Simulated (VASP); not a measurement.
# BP (WC type) (P-6m2) in VASP: notebook, part 2 of 3

VASP 6.6.1. The steps go on from the part before.

### Step 3. Electric field gradients, PBE (volume scaled by 1.02)

Input file INCAR:

```
SYSTEM = BP
PREC = Accurate
ENCUT = 520
EDIFF = 1E-8
ISMEAR = -1
SIGMA = 0.08
LREAL = .FALSE.
LASPH = .TRUE.
NELM = 100
ALGO = Normal
ISIF = 2
LWAVE = .FALSE.
LCHARG = .FALSE.
GGA = PE
LEFG = .TRUE.
NBANDS = 11
```

Input file KPOINTS:

```
Automatic mesh
0
G
  13 13 11
  0 0 0
```

Input file POSCAR:

```
BP
1.0
    3.0295041473      0.0000000000      0.0000000000
   -1.5147520736      2.6236275524      0.0000000000
    0.0000000000      0.0000000000      2.6794253914
B P
1 1
Direct
    0.0000000000      0.0000000000      0.0000000000
    0.3333333333      0.6666666667      0.5000000000
```

Potentials or basis: VASP PAW PBE potentials, release 64 (B, P).

The run is started by

```bash
$ cat potpaw_PBE.64/B/POTCAR potpaw_PBE.64/P/POTCAR > POTCAR
$ mpirun -np 1 vasp_std > vasp.out
```

OUTCAR:

```text
SYSTEM = BP
   PREC = Accurate
   ENCUT = 520
   EDIFF = 1E-8
   ISMEAR = -1
   LREAL = .FALSE.
   LASPH = .TRUE.
   NELM = 100
   ISIF = 2
   GGA = PE

 ion  position               nearest neighbor table
   1  0.000  0.000  0.000-   2 2.20   2 2.20   2 2.20   2 2.20   2 2.20   2 2.20
   2  0.333  0.667  0.500-   1 2.20   1 2.20   1 2.20   1 2.20   1 2.20   1 2.20

  LATTYP: Found a hexagonal cell.
 ALAT       =     3.0295041473
 C/A-ratio  =     0.8844435462

  Lattice vectors:

 A1 = (   3.0295041473,   0.0000000000,   0.0000000000)
 A2 = (  -1.5147520736,   2.6236275524,   0.0000000000)
[... 549 lines left out ...]
  free  energy   TOTEN  =       -10.3335911103 eV

  energy  without entropy=      -10.3175621208  energy(sigma->0) =      -10.32557662

 Electric field gradients (V/A^2)
---------------------------------------------------------------------
 ion       V_xx      V_yy      V_zz      V_xy      V_xz      V_yz
---------------------------------------------------------------------
   1      -2.231    -2.231     4.463     0.000     0.000    -0.000
   2     -12.136   -12.136    24.271    -0.000     0.000    -0.000
---------------------------------------------------------------------

 Electric field gradients after diagonalization (V/A^2)
 (convention: |V_zz| > |V_xx| > |V_yy|)
----------------------------------------------------------------------
 ion       V_xx      V_yy      V_zz     asymmetry (V_yy - V_xx)/ V_zz
----------------------------------------------------------------------
   1      -2.232    -2.231     4.463       0.000
   2     -12.136   -12.135    24.271       0.000
----------------------------------------------------------------------

           NMR quadrupolar parameters

 Cq : quadrupolar parameter    Cq=e*Q*V_zz/h
 eta: asymmetry parameters     (V_yy - V_xx)/ V_zz
 Q  : nuclear electric quadrupole moment in mb (millibarn)
----------------------------------------------------------------------
 ion       Cq(MHz)       eta       Q (mb)
----------------------------------------------------------------------
   1       0.011       0.000       1.000
   2       0.059       0.000       1.000
----------------------------------------------------------------------
```

OSZICAR:

```text
N       E                     dE             d eps       ncg     rms          rms(c)
DAV:   1     0.937734254522E+01    0.93773E+01   -0.39880E+03  2772   0.661E+02
DAV:   2    -0.100192525649E+02   -0.19397E+02   -0.18696E+02  3617   0.106E+02
DAV:   3    -0.105189200221E+02   -0.49967E+00   -0.49605E+00  3550   0.145E+01
DAV:   4    -0.105205365315E+02   -0.16165E-02   -0.16163E-02  3181   0.962E-01
DAV:   5    -0.105205431729E+02   -0.66414E-05   -0.66418E-05  3472   0.617E-02    0.598E+00
DAV:   6    -0.103455478295E+02    0.17500E+00   -0.55330E-01  3199   0.287E+00    0.330E+00
DAV:   7    -0.103350463782E+02    0.10501E-01   -0.58186E-02  3569   0.125E+00    0.124E+00
DAV:   8    -0.103335369493E+02    0.15094E-02   -0.50623E-03  3205   0.398E-01    0.103E-01
DAV:   9    -0.103335762724E+02   -0.39323E-04   -0.33019E-04  3325   0.108E-01    0.415E-02
DAV:  10    -0.103335907721E+02   -0.14500E-04   -0.25800E-05  3234   0.352E-02    0.108E-02
DAV:  11    -0.103335909901E+02   -0.21795E-06   -0.13812E-06  3632   0.634E-03    0.296E-03
DAV:  12    -0.103335911191E+02   -0.12900E-06   -0.18925E-07  3167   0.274E-03    0.656E-04
DAV:  13    -0.103335911103E+02    0.87559E-08   -0.61172E-09  2154   0.533E-04
   1 F= -.10333591E+02 E0= -.10325577E+02  d E =-.160290E-01
```

It took 50 s on 1 thread of AMD EPYC 7R13, shared host; peak memory 0.12 GiB.

Results:

| Item | Value |
| --- | --- |
| Free energy | -10.3336 eV |
| Pressure | -3.0 GPa |
| Band gap on the k mesh | zero (band 4 reaches 12.49 eV, above the bottom of band 5 at 5.50 eV) |

Levels at points of the mesh, in eV from the Fermi level:
| k point | band 1 | band 2 | band 3 | band 4 | band 5 | band 6 | band 7 | band 8 |
| --- | --- | --- | --- | --- | --- | --- | --- | --- |
| (0.00, 0.00, 0.00) | -16.50 | -0.69 | -0.69 | -0.42 | 4.09 | 4.09 | 4.14 | 5.08 |

Electric field gradients, principal values (V/Å²):
```tsv
atom	least	middle	greatest (by size)
1 B	-2.231	-2.232	4.463
2 P	-12.135	-12.136	24.271
```

Caveat: without QUAD_EFG the Cq values of the log hold for a quadrupole moment of 1 mb, not for the nuclei.

### Step 4. Electric field gradients, PBE (volume scaled by 1.04)

Input file INCAR:

```
ALGO     = Normal         # electronic algorithm
EDIFF    = 1E-8           # SCF threshold, eV
ENCUT    = 520            # plane-wave cutoff, eV
GGA      = PE             # functional
ISIF     = 2              # what is computed and relaxed
ISMEAR   = -1             # smearing method
LASPH    = True           # aspherical terms in the spheres
LCHARG   = False          # write CHGCAR
LEFG     = True         
LREAL    = False          # projectors in reciprocal space
LWAVE    = False          # write WAVECAR
NBANDS   = 11             # bands
NELM     = 100            # most SCF steps
PREC     = Accurate       # precision mode
SIGMA    = 0.08           # smearing width, eV
```

Input file KPOINTS:

```
k-points
0
Gamma
  13 13 11
```

Input file POSCAR:

```
BP
1.0
    3.0491768033      0.0000000000      0.0000000000
   -1.5245884017      2.6406645723      0.0000000000
    0.0000000000      0.0000000000      2.6968247451
B P
1 1
Direct
    0.0000000000      0.0000000000      0.0000000000
    0.3333333333      0.6666666667      0.5000000000
```

Potentials or basis: VASP PAW PBE potentials, release 64 (B, P).

The run is started by

```bash
$ cat potpaw_PBE.64/B/POTCAR potpaw_PBE.64/P/POTCAR > POTCAR
$ mpirun -np 1 vasp_std > vasp.out
```

OUTCAR:

```text
EDIFF = 1E-8
   ENCUT = 520
   GGA = PE
   ISIF = 2
   ISMEAR = -1
   LASPH = True
   LREAL = False
   NELM = 100
   PREC = Accurate

 ion  position               nearest neighbor table
   1  0.000  0.000  0.000-   2 2.22   2 2.22   2 2.22   2 2.22   2 2.22   2 2.22
   2  0.333  0.667  0.500-   1 2.22   1 2.22   1 2.22   1 2.22   1 2.22   1 2.22

  LATTYP: Found a hexagonal cell.
 ALAT       =     3.0491768033
 C/A-ratio  =     0.8844435463

  Lattice vectors:

 A1 = (   3.0491768033,   0.0000000000,   0.0000000000)
 A2 = (  -1.5245884017,   2.6406645723,   0.0000000000)
 A3 = (   0.0000000000,   0.0000000000,   2.6968247451)

Analysis of symmetry for initial positions (statically):
=====================================================================
 Subroutine PRICEL returns:
 Original cell was already a primitive cell.

 Routine SETGRP: Setting up the symmetry group for a
 hexagonal supercell.

 Subroutine GETGRP returns: Found 12 space group operations
 (whereof 12 operations were pure point group operations)
 out of a pool of 24 trial point group operations.

The static configuration has the point symmetry D_3h.

Analysis of symmetry for dynamics (positions and initial velocities):
=====================================================================
 Subroutine PRICEL returns:
 Original cell was already a primitive cell.

 Routine SETGRP: Setting up the symmetry group for a
 hexagonal supercell.

 Subroutine GETGRP returns: Found 12 space group operations
 (whereof 12 operations were pure point group operations)
 out of a pool of 24 trial point group operations.

[... 163 lines left out ...]
      7      12.7841      0.00000
      8      13.8441      0.00000
      9      20.2969      0.00000
     10      20.8930      0.00000
     11      25.8863      0.00000
[... 309 lines left out ...]
 k-point    24 :       0.1538    0.0000    0.0909
  band No.  band energies     occupation
      1      -6.9975      2.00000
      2       5.5476      2.00000
      3       7.2643      2.00000
      4       7.3552      2.00000
      5      11.9481      0.00000
      6      14.4438      0.00000
      7      14.6341      0.00000
      8      16.3301      0.00000
      9      18.6335      0.00000
     10      21.9615      0.00000
     11      23.3621      0.00000

 [... further k-points ...]
[... 5 lines left out ...]
  --------------------------------------------------------------------------------------
  -------------------------------------------------------------------------------------
  Total       -0.7284543     -0.7284543     -0.7806916      0.0000000     -0.0000000      0.0000000
  in kB      -53.7482507    -53.7482507    -57.6025263      0.0000000     -0.0000000      0.0000000
  external PRESSURE =     -55.0330092 kB  Pullay stress =       0.0000000 kB

 VOLUME and BASIS-vectors are now :
 -----------------------------------------------------------------------------
  energy-cutoff  :      520.00
  volume of cell :       21.71
      direct lattice vectors                 reciprocal lattice vectors
     3.049176803  0.000000000  0.000000000     0.327957368  0.189346275  0.000000000
    -1.524588402  2.640664572  0.000000000     0.000000000  0.378692550  0.000000000
     0.000000000  0.000000000  2.696824745     0.000000000  0.000000000  0.370806446

 POSITION                                       TOTAL-FORCE (eV/Angst)
 -----------------------------------------------------------------------------------
      0.00000      0.00000      0.00000        -0.000000      0.000000      0.000000
     -0.00000      1.76044      1.34841         0.000000     -0.000000      0.000000
 -----------------------------------------------------------------------------------
    total drift:                                0.000000     -0.000000     -0.000000

  FREE ENERGIE OF THE ION-ELECTRON SYSTEM (eV)
  ---------------------------------------------------
  free  energy   TOTEN  =       -10.3225952422 eV

  energy  without entropy=      -10.3065462222  energy(sigma->0) =      -10.31457073

 Electric field gradients (V/A^2)
---------------------------------------------------------------------
 ion       V_xx      V_yy      V_zz      V_xy      V_xz      V_yz
---------------------------------------------------------------------
   1      -2.135    -2.135     4.271     0.000     0.000    -0.000
   2     -12.033   -12.033    24.066    -0.000     0.000    -0.000
---------------------------------------------------------------------

 Electric field gradients after diagonalization (V/A^2)
 (convention: |V_zz| > |V_xx| > |V_yy|)
----------------------------------------------------------------------
 ion       V_xx      V_yy      V_zz     asymmetry (V_yy - V_xx)/ V_zz
----------------------------------------------------------------------
   1      -2.135    -2.135     4.271       0.000
   2     -12.033   -12.033    24.066       0.000
----------------------------------------------------------------------

           NMR quadrupolar parameters

 Cq : quadrupolar parameter    Cq=e*Q*V_zz/h
 eta: asymmetry parameters     (V_yy - V_xx)/ V_zz
 Q  : nuclear electric quadrupole moment in mb (millibarn)
----------------------------------------------------------------------
 ion       Cq(MHz)       eta       Q (mb)
----------------------------------------------------------------------
   1       0.010       0.000       1.000
   2       0.058       0.000       1.000
----------------------------------------------------------------------
```

stdout:

```text
POSCAR found type information on POSCAR B P
 POSCAR found :  2 types and       2 ions
 scaLAPACK will be used
 LDA part: xc-table for (Slater+PW92), standard interpolation
 POSCAR, INCAR and KPOINTS ok, starting setup
 FFT: planning ... GRIDC
 FFT: planning ... GRID_SOFT
 FFT: planning ... GRID
 WAVECAR not read
 entering main loop
ion   1

ion   2
```

Wall time 48 s (1 thread of AMD EPYC 7R13, shared host); peak memory 0.12 GiB.

What came out:

```
Free energy            : -10.3226 eV
Pressure               : -5.5 GPa
Band gap on the k mesh : zero (band 4 reaches 12.20 eV, above the bottom of band 5 at 5.34 eV)
```

Levels at points of the mesh, in eV from the Fermi level:
```
           k point  band 2  band 3  band 4  band 5  band 6  band 7
(0.00, 0.00, 0.00)   -0.68   -0.68   -0.42    3.89    4.07    4.07
```

Electric field gradients, principal values (V/Å²):
```csv
atom,least,middle,greatest (by size)
1 B,-2.135,-2.135,4.271
2 P,-12.033,-12.033,24.066
```

Caveat: without QUAD_EFG the Cq values of the log hold for a quadrupole moment of 1 mb, not for the nuclei.

(Continued in part 3 of 3.)
